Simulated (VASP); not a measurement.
# BN (R3m) in VASP: further runs

The runs below take BN through relaxation of cell and atoms, single point, with PBEsol.

All numbers are computed with VASP 6.6.1; they aren't measurements. Logs are shortened: lines on timing, memory, paths and dates and some standing lists are left out, and cuts for length are marked.

### Step 1. The cell of the first run

The structure is trigonal, space group R3m (No. 160). The conventional cell has a = 2.502 Å, b = 2.502 Å, c = 10.119 Å, α = 90.00°, β = 90.00°, γ = 120.00°. Within 1.9 Å of B (site symmetry 3m) lie 3 N at 1.44 Å. Within 1.9 Å of N (site symmetry 3m) lie 3 B at 1.44 Å.

### Step 2. Relaxation of cell and atoms, PBEsol

INCAR

```
SYSTEM = BN
PREC = Accurate
ENCUT = 600
EDIFF = 1E-6
ISMEAR = 0
SIGMA = 0.02
LREAL = .FALSE.
LASPH = .TRUE.
NELM = 100
ALGO = Normal
ISIF = 3
LWAVE = .FALSE.
LCHARG = .FALSE.
GGA = PS
IBRION = 2
NSW = 100
EDIFFG = -0.005
```

KPOINTS

```
Automatic mesh
0
G
  12 12 12
  0 0 0
```

POSCAR

```
BN
1.0
    1.2511217832      0.7223354983      3.3729344033
   -1.2511217832      0.7223354983      3.3729344033
    0.0000000000     -1.4446709967      3.3729344033
B N
1 1
Direct
    0.9996712000      0.9996712000      0.9996712000
    0.3327618000      0.3327618000      0.3327618000
```

Potentials or basis: VASP PAW PBE potentials, release 64 (B, N).

Run with:

```console
> cat potpaw_PBE.64/B/POTCAR potpaw_PBE.64/N/POTCAR > POTCAR
> mpirun -np 1 vasp_std > vasp.out
```

OUTCAR:

```text
SYSTEM = BN
   PREC = Accurate
   ENCUT = 600
   EDIFF = 1E-6
   ISMEAR = 0
   LREAL = .FALSE.
   LASPH = .TRUE.
   NELM = 100
   ISIF = 3
   GGA = PS
   IBRION = 2
   NSW = 100
   EDIFFG = -0.005

 ion  position               nearest neighbor table
   1  1.000  1.000  1.000-   2 1.44   2 1.44   2 1.44
   2  0.333  0.333  0.333-   1 1.44   1 1.44   1 1.44

  LATTYP: Found a trigonal (rhomboedric) cell.
 ALAT       =     3.6692997666
 COS(alpha) =     0.7674786796

  Lattice vectors:

 A1 = (   1.2511217832,   0.7223354983,   3.3729344033)
 A2 = (  -1.2511217832,   0.7223354983,   3.3729344033)
 A3 = (   0.0000000000,  -1.4446709967,   3.3729344033)

Analysis of symmetry for initial positions (statically):
=====================================================================
 Subroutine PRICEL returns:
 Original cell was already a primitive cell.

 Routine SETGRP: Setting up the symmetry group for a
 trigonal (rhombohedral) supercell.

 Subroutine GETGRP returns: Found  6 space group operations
 (whereof  6 operations were pure point group operations)
 out of a pool of 12 trial point group operations.

The static configuration has the point symmetry C_3v.

Analysis of symmetry for dynamics (positions and initial velocities):
=====================================================================
 Subroutine PRICEL returns:
 Original cell was already a primitive cell.

 Routine SETGRP: Setting up the symmetry group for a
 trigonal (rhombohedral) supercell.

 Subroutine GETGRP returns: Found  6 space group operations
 (whereof  6 operations were pure point group operations)
 out of a pool of 12 trial point group operations.

The dynamic configuration has the point symmetry C_3v.

 Subroutine INISYM returns: Found  6 space group operations
 (whereof  6 operations are pure point group operations),
 and found     1 'primitive' translations

----------------------------------------------------------------------------------------

                                     Primitive cell

  volume of cell :      18.2893

  direct lattice vectors                    reciprocal lattice vectors
     1.251121783  0.722335498  3.372934403     0.399641351  0.230733042  0.098825916
    -1.251121783  0.722335498  3.372934403    -0.399641351  0.230733042  0.098825916
     0.000000000 -1.444670997  3.372934403     0.000000000 -0.461466083  0.098825916

  length of vectors
     3.669299767  3.669299767  3.669299767     0.471929558  0.471929558  0.471929558

  position of ions in fractional coordinates (direct lattice)
     0.999671200  0.999671200  0.999671200
     0.332761800  0.332761800  0.332761800

  ion indices of the primitive-cell ions
   primitive index   ion index
                 1           1
                 2           2

----------------------------------------------------------------------------------------

 KPOINTS: Automatic mesh

Automatic generation of k-mesh.
 Grid dimensions read from file:
 generate k-points for:   12   12   12

 Generating k-lattice:

  Cartesian coordinates                     Fractional coordinates (reciprocal lattice)
     0.033303446  0.019227753  0.008235493     0.083333333  0.000000000  0.000000000
    -0.033303446  0.019227753  0.008235493     0.000000000  0.083333333  0.000000000
     0.000000000 -0.038455507  0.008235493     0.000000000  0.000000000  0.083333333

  Length of vectors
     0.039327463  0.039327463  0.039327463

  Shift w.r.t. Gamma in fractional coordinates (k-lattice)
     0.000000000  0.000000000  0.000000000

 Subroutine IBZKPT returns following result:
 ===========================================

 Found    189 irreducible k-points:

 Following reciprocal coordinates:
            Coordinates               Weight
  0.000000  0.000000  0.000000      1.000000
  0.083333  0.000000 -0.000000      6.000000
  0.166667  0.000000  0.000000      6.000000
  0.250000  0.000000 -0.000000      6.000000
  0.333333 -0.000000 -0.000000      6.000000
  0.416667 -0.000000 -0.000000      6.000000
[... 16 lines left out ...]
  0.500000  0.166667  0.000000     12.000000
 -0.416667  0.166667  0.000000     12.000000
 [... further k-points ...]
   k-points           NKPTS =    189   k-points in BZ     NKDIM =    189   number of bands    NBANDS=      8
   number of dos      NEDOS =    301   number of ions     NIONS =      2
   total plane-waves  NPLWV =  27000
   dimension x,y,z NGX =    30 NGY =   30 NGZ =   30
   dimension x,y,z NGXF=    60 NGYF=   60 NGZF=   60
   ions per type =               1   1
   NGX,Y,Z   is equivalent  to a cutoff of  13.59, 13.59, 13.59 a.u.
   NGXF,Y,Z  is equivalent  to a cutoff of  27.18, 27.18, 27.18 a.u.
 SYSTEM =  BN
   PREC   = accura    normal or accurate (medium, high low for compatibility)
   ISTART =      0    job   : 0-new  1-cont  2-samecut
   ICHARG =      2    charge: 1-file 2-atom 10-const
   ISPIN  =      1    spin polarized calculation?
   LNONCOLLINEAR =      F non collinear calculations
   LSORBIT =      F    spin-orbit coupling
   LASPH  =      T    aspherical Exc in radial PAW
   ENCUT  =  600.0 eV  44.10 Ry    6.64 a.u.   7.33  7.33  7.33*2*pi/ulx,y,z
   NELM   =    100;   NELMIN=  2; NELMDL= -5     # of ELM steps
   EDIFF  = 0.1E-05   stopping-criterion for ELM
   LREAL  =      F    real-space projection
   EDIFFG = -.5E-02   stopping-criterion for IOM
   NSW    =    100    number of steps for IOM
   IBRION =      2    ionic relax: 0-MD 1-quasi-New 2-CG
   NFREE  =      1    steps in history (QN), initial steepest desc. (CG)
   ISIF   =      3    stress and relaxation
   ISYM   =      2    0-nonsym 1-usesym 2-fastsym
   POTIM  = 0.5000    time-step for ionic-motion
   TEBEG  =    0.0;   TEEND  =   0.0 temperature during run
   PSTRESS=    0.0 pullay stress
   NELECT =       8.0000    total number of electrons
   NUPDOWN=      -1.0000    fix difference up-down
   EMIN   =  10.00;   EMAX   =-10.00  energy-range for DOS
   EFERMI =   0.00;   METHOD = LEGACY
   ISMEAR =     0;   SIGMA  =   0.02  broadening in eV -4-tet -1-fermi 0-gaus
   EFERMI_NEDOS =   21; number of points for ismear=-14 and -15
   IALGO  =     38    algorithm
   IMIX   =      4    mixing-type and parameters
     AMIX     =   0.40;   BMIX     =  1.00
     AMIX_MAG =   1.60;   BMIX_MAG =  1.00
  volume/ion in A,a.u.               =       9.14        61.71
  Fermi-wavevector in a.u.,A,eV,Ry     =   1.242717  2.348395 21.012099  1.544346
  Thomas-Fermi vector in A             =   2.377059
   LORBIT       =      0    0 simple, 1 ext, 2 COOP (PROOUT), +10 PAW based schemes
   GGA     = PS    functional components
   LHFCALC =     F    Hartree Fock is set to
   AEXX    =    0.0000 exact exchange contribution
   IVDW    =     0    specifies the selected vdW correction
   LEPSILON=     F    determine dielectric tensor
   LRPA    =     F    only Hartree local field effects (RPA)
 conjugate gradient relaxation of ions
 non-spin polarized calculation
 Gauss-broadening in eV      SIGMA  =   0.02
  energy-cutoff  :      600.00
  volume of cell :       18.29
 maximum number of plane-waves:       624
 NGX is ok and might be reduce to    30
   NGX = 15   NGY = 15   NGZ = 15

--------------------------------------- Ionic step        1  -------------------------------------------

 number of electron       8.0000000 magnetization

 Free energy of the ion-electron system (eV)
  ---------------------------------------------------
  ext. energy  EPLUGINS =         0.00000000
  ---------------------------------------------------
  free energy    TOTEN  =       -18.28800152 eV

  energy without entropy =      -18.28800152  energy(sigma->0) =      -18.28800152

------------------------ aborting loop because EDIFF is reached ----------------------------------------

  FORCE on cell =-STRESS in cart. coord.  units (eV):
  Direction    XX          YY          ZZ          XY          YZ          ZX
  --------------------------------------------------------------------------------------
  -------------------------------------------------------------------------------------
  Total        0.1318980      0.1318980      0.0248872      0.0000000     -0.0000000      0.0000000
  in kB       11.5544949     11.5544949      2.1801617      0.0000000     -0.0000000      0.0000000
  external PRESSURE =       8.4297172 kB  Pullay stress =       0.0000000 kB
[... 89 lines left out ...]
  FREE ENERGIE OF THE ION-ELECTRON SYSTEM (eV)
  ---------------------------------------------------
  free  energy   TOTEN  =       -18.2881483363 eV

  energy  without entropy=      -18.2881483363  energy(sigma->0) =      -18.28814834

[... ionic steps 4 to 7 ...]

--------------------------------------- Ionic step        8  -------------------------------------------

 number of electron       8.0000000 magnetization

------------------------ aborting loop because EDIFF is reached ----------------------------------------

  FORCE on cell =-STRESS in cart. coord.  units (eV):
  Direction    XX          YY          ZZ          XY          YZ          ZX
  --------------------------------------------------------------------------------------
  -------------------------------------------------------------------------------------
  Total        0.0013626      0.0013626      0.0067201      0.0000000     -0.0000000      0.0000000
  in kB        0.1177067      0.1177067      0.5804973      0.0000000     -0.0000000      0.0000000
  external PRESSURE =       0.2719702 kB  Pullay stress =       0.0000000 kB
[... 57 lines left out ...]
  energy  without entropy=      -18.2883062922  energy(sigma->0) =      -18.28830629

--------------------------------------- Ionic step       10  -------------------------------------------

 number of electron       8.0000000 magnetization

 Free energy of the ion-electron system (eV)
  ---------------------------------------------------
  ext. energy  EPLUGINS =         0.00000000
  ---------------------------------------------------
  free energy    TOTEN  =       -18.28831968 eV

  energy without entropy =      -18.28831968  energy(sigma->0) =      -18.28831968

 E-fermi :   2.0410     XC(G=0): -10.0958

 val. band max:        1.9171908684   @ k =  -0.3333   0.3333   0.0000
 cond. band min:       6.1186747779   @ k =   0.5000   0.5000  -0.0000
 fundamental gap:      4.2014839095
 Fermi energy:         2.0410496826

 k-point     1 :       0.0000    0.0000    0.0000
  band No.  band energies     occupation
      1     -15.7902      2.00000
      2      -2.3568      2.00000
      3       0.6449      2.00000
      4       0.6449      2.00000
      5       6.8011      0.00000
      6      13.5202      0.00000
      7      13.5202      0.00000
      8      14.9595      0.00000
[... 243 lines left out ...]
 k-point    24 :      -0.4167    0.1667    0.0000
  band No.  band energies     occupation
      1     -12.3358      2.00000
      2      -6.6830      2.00000
      3      -3.4943      2.00000
      4       1.5766      2.00000
      5       7.0036      0.00000
      6      13.2848      0.00000
      7      15.2288      0.00000
      8      16.0771      0.00000

 [... further k-points ...]

------------------------ aborting loop because EDIFF is reached ----------------------------------------

  FORCE on cell =-STRESS in cart. coord.  units (eV):
  Direction    XX          YY          ZZ          XY          YZ          ZX
  --------------------------------------------------------------------------------------
  -------------------------------------------------------------------------------------
  Total       -0.0064012     -0.0064012     -0.0026356      0.0000000      0.0000000      0.0000000
  in kB       -0.5508289     -0.5508289     -0.2267968      0.0000000      0.0000000      0.0000000
  external PRESSURE =      -0.4428182 kB  Pullay stress =       0.0000000 kB
[... 17 lines left out ...]
  FREE ENERGIE OF THE ION-ELECTRON SYSTEM (eV)
  ---------------------------------------------------
  free  energy   TOTEN  =       -18.2883196821 eV

  energy  without entropy=      -18.2883196821  energy(sigma->0) =      -18.28831968

 reached required accuracy - stopping structural energy minimisation
```

Run time: 2.7 min. Hardware: 1 thread of AMD EPYC 9R14 (Zen 4), shared host; peak memory 0.14 GiB.

Results:

```yaml
Free_energy: -18.2883 eV
Relaxed_volume: 9.31 Å³/atom
Relaxed_cell: a = 3.719 Å, b = 3.719 Å, c = 3.719 Å, α = 39.37°, β = 39.37°, γ = 39.37°
Space_group_after_relaxing_to_0.05_Å: R3m (No. 160)
Energy_gained_by_relaxing: 0.2 meV/atom
Ionic_steps: 10
Pressure_after_relaxing: 0.0 GPa
Band_gap_on_the_k_mesh: 4.20 eV, indirect (least direct gap 4.62 eV)
```

The path:
```tsv
step	energy change (eV)	largest force (eV/Å)	pressure (GPa)	volume (Å³)
1	0.0000	0.0026	0.84	18.29
2	0.0004	0.0009	-1.41	18.42
3	-0.0001	0.0014	0.06	18.33
4	-0.0002	0.0000	0.06	18.34
5	-0.0002	0.0041	0.04	18.37
6	-0.0002	0.0123	0.03	18.43
7	-0.0003	0.0291	0.04	18.54
8	-0.0003	0.0261	0.03	18.55
9	-0.0003	0.0169	0.00	18.57
10	-0.0003	0.0016	-0.04	18.62
```

Final structure:
```
B N
1.0
     1.25252    0.72315    3.42602
    -1.25252    0.72315    3.42602
     0.00000   -1.44629    3.42602
B N
1 1
Direct
  0.99965 0.99965 0.99965
  0.33279 0.33279 0.33279
```

Caveat: the PAW data sets were made with another functional, which shifts forces and pressure a little. A k mesh can miss the band edges.

### Step 3. Single point, PBEsol

This run uses another cell than the first one, of 9.45 Å³/atom, 1.034 times its volume.

INCAR

```
PREC = Accurate
ENCUT = 520
EDIFF = 1E-7
ISMEAR = 0
SIGMA = 0.02
LREAL = False
LASPH = True
NELM = 80
ALGO = Normal
ISIF = 2
LWAVE = False
LCHARG = False
GGA = PS
NBANDS = 11
```

KPOINTS

```
regular mesh
0
Gamma
  12 12 12
```

POSCAR

```
BN
1.0
    1.2520973358      0.7228987339      3.4815292535
   -1.2520973358      0.7228987339      3.4815292535
    0.0000000000     -1.4457974678      3.4815292535
B N
1 1
Direct
    0.9996236949      0.9996236949      0.9996236949
    0.3328093051      0.3328093051      0.3328093051
```

Potentials or basis: VASP PAW PBE potentials, release 64 (B, N).

Run with:

```console
> cat potpaw_PBE.64/B/POTCAR potpaw_PBE.64/N/POTCAR > POTCAR
> mpirun -np 1 vasp_std > vasp.out
```

OUTCAR:

```text
PREC = Accurate
   ENCUT = 520
   EDIFF = 1E-7
   ISMEAR = 0
   LREAL = False
   LASPH = True
   NELM = 80
   ISIF = 2
   GGA = PS

 ion  position               nearest neighbor table
   1  1.000  1.000  1.000-   2 1.45   2 1.45   2 1.45
   2  0.333  0.333  0.333-   1 1.45   1 1.45   1 1.45

  LATTYP: Found a trigonal (rhomboedric) cell.
 ALAT       =     3.7697979072
 COS(alpha) =     0.7793672183

  Lattice vectors:

 A1 = (   1.2520973358,   0.7228987339,   3.4815292535)
 A2 = (  -1.2520973358,   0.7228987339,   3.4815292535)
 A3 = (   0.0000000000,  -1.4457974678,   3.4815292535)

Analysis of symmetry for initial positions (statically):
=====================================================================
 Subroutine PRICEL returns:
 Original cell was already a primitive cell.

 Routine SETGRP: Setting up the symmetry group for a
 trigonal (rhombohedral) supercell.

 Subroutine GETGRP returns: Found  6 space group operations
 (whereof  6 operations were pure point group operations)
 out of a pool of 12 trial point group operations.

The static configuration has the point symmetry C_3v.

[... 163 lines left out ...]
 cond. band min:       6.0367818305   @ k =   0.5000   0.5000   0.0000
 fundamental gap:      4.2339641438
 Fermi energy:         1.9905743810

 k-point     1 :       0.0000    0.0000    0.0000
  band No.  band energies     occupation
      1     -15.9013      2.00000
      2      -2.5616      2.00000
      3       0.5243      2.00000
      4       0.5243      2.00000
      5       6.6065      0.00000
      6      13.4054      0.00000
      7      13.4054      0.00000
      8      14.8181      0.00000
      9      16.3216      0.00000
     10      27.3716      0.00000
     11      28.6151      0.00000
[... 309 lines left out ...]
 k-point    24 :      -0.4167    0.1667   -0.0000
  band No.  band energies     occupation
      1     -12.4545      2.00000
      2      -6.8004      2.00000
      3      -3.6200      2.00000
      4       1.4418      2.00000
      5       6.8712      0.00000
      6      13.1628      0.00000
      7      15.0668      0.00000
      8      15.9143      0.00000
      9      19.0498      0.00000
     10      22.5216      0.00000
     11      24.4562      0.00000

 [... further k-points ...]
[... 5 lines left out ...]
  --------------------------------------------------------------------------------------
  -------------------------------------------------------------------------------------
  Total        0.0580137      0.0580137     -0.0124848      0.0000000      0.0000000      0.0000000
  in kB        4.9159108      4.9159108     -1.0579255      0.0000000      0.0000000      0.0000000
  external PRESSURE =       2.9246320 kB  Pullay stress =       0.0000000 kB

 VOLUME and BASIS-vectors are now :
 -----------------------------------------------------------------------------
  energy-cutoff  :      520.00
  volume of cell :       18.91
      direct lattice vectors                 reciprocal lattice vectors
     1.252097336  0.722898734  3.481529254     0.399329977  0.230553270  0.095743367
    -1.252097336  0.722898734  3.481529254    -0.399329977  0.230553270  0.095743367
     0.000000000 -1.445797468  3.481529254     0.000000000 -0.461106539  0.095743367

 POSITION                                       TOTAL-FORCE (eV/Angst)
 -----------------------------------------------------------------------------------
      0.00000      0.00000     10.44066         0.000000      0.000000     -0.000122
      0.00000      0.00000      3.47606         0.000000      0.000000      0.000122
 -----------------------------------------------------------------------------------
    total drift:                                0.000000     -0.000000      0.000044

  FREE ENERGIE OF THE ION-ELECTRON SYSTEM (eV)
  ---------------------------------------------------
  free  energy   TOTEN  =       -18.2857167391 eV

  energy  without entropy=      -18.2857167391  energy(sigma->0) =      -18.28571674
```

OSZICAR:

```text
N       E                     dE             d eps       ncg     rms          rms(c)
DAV:   1     0.135232864218E+02    0.13523E+02   -0.46242E+03  4238   0.685E+02
DAV:   2    -0.192399444003E+02   -0.32763E+02   -0.31740E+02  5063   0.160E+02
DAV:   3    -0.200266973011E+02   -0.78675E+00   -0.78565E+00  5027   0.232E+01
DAV:   4    -0.200292907777E+02   -0.25935E-02   -0.25934E-02  4617   0.147E+00
DAV:   5    -0.200293022925E+02   -0.11515E-04   -0.11515E-04  5057   0.860E-02    0.781E+00
DAV:   6    -0.184901924450E+02    0.15391E+01   -0.49065E+00  4673   0.122E+01    0.362E+00
DAV:   7    -0.183289230902E+02    0.16127E+00   -0.23511E-01  4890   0.356E+00    0.219E+00
DAV:   8    -0.182851693694E+02    0.43754E-01   -0.11320E-01  4971   0.203E+00    0.238E-01
DAV:   9    -0.182853338651E+02   -0.16450E-03   -0.26295E-03  4580   0.407E-01    0.133E-01
DAV:  10    -0.182856903725E+02   -0.35651E-03   -0.48981E-04  4628   0.154E-01    0.232E-02
DAV:  11    -0.182857167861E+02   -0.26414E-04   -0.48358E-05  5022   0.451E-02    0.206E-02
DAV:  12    -0.182857166312E+02    0.15491E-06   -0.95991E-06  4659   0.200E-02    0.154E-03
DAV:  13    -0.182857167379E+02   -0.10671E-06   -0.33668E-07  4938   0.530E-03    0.814E-04
DAV:  14    -0.182857167391E+02   -0.12122E-08   -0.15966E-08  4206   0.788E-04
   1 F= -.18285717E+02 E0= -.18285717E+02  d E =-.585480E-42
```

Run time: 25 s. Hardware: 1 thread of Intel Xeon 6975P-C (Granite Rapids), shared host; peak memory 0.17 GiB.

Results:

- Free energy: -18.2857 eV
- Pressure: 0.3 GPa
- Band gap on the k mesh: 4.23 eV, indirect (least direct gap 4.63 eV)

Levels at points of the mesh, in eV from the valence-band top:
```
           k point  band 2  band 3  band 4  band 5  band 6  band 7
(0.00, 0.00, 0.00)   -4.36   -1.28   -1.28    4.80   11.60   11.60
(0.50, 0.00, 0.00)   -8.93   -4.08   -0.66    5.15    9.77   12.72
(0.50, 0.50, 0.00)   -8.83   -4.12   -1.14    4.23    9.83   13.84
(0.50, 0.50, 0.50)   -6.08   -1.29   -1.29    9.59   11.55   11.55
```

Caveat: the PAW data sets were made with another functional, which shifts forces and pressure a little.
